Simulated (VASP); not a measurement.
Input of a VASP 6.6.1 run:

INCAR

```
SYSTEM = Cd
PREC = Accurate
ENCUT = 520
EDIFF = 1E-6
ISMEAR = -1
SIGMA = 0.1
LREAL = .FALSE.
LASPH = .TRUE.
NELM = 60
ALGO = Normal
ISIF = 2
LWAVE = .FALSE.
LCHARG = .FALSE.
GGA = RP
NBANDS = 25
```

File KPOINTS:

```
Automatic mesh
0
G
  8 8 11
  0 0 0
```

File POSCAR:

```
Cd
1.0
    5.1145031201      0.0000000000      0.0000000000
   -2.5572515600      4.4292896297      0.0000000000
    0.0000000000      0.0000000000      3.0872844767
Cd
3
Direct
    0.0000000000      1.0000000000      0.0000000000
    0.3333333333      0.6666666667      0.5000000000
    0.6666666667      0.3333333333      0.5000000000
```

Potentials or basis: VASP PAW PBE potentials, release 64 (Cd).

Launch:

```bash
$ cat potpaw_PBE.64/Cd/POTCAR > POTCAR
$ mpirun -np 1 vasp_std > vasp.out
```

**Question.** Predict the pressure.

**Answer.** 3.1 GPa.

**Question.** What does it give for the band gap on the k mesh?

**Answer.** Zero (bands 18 and 19 overlap by 4.28 eV).

Caveat: the cell stands under pressure; the PAW data sets were made with another functional, which shifts forces and pressure a little.
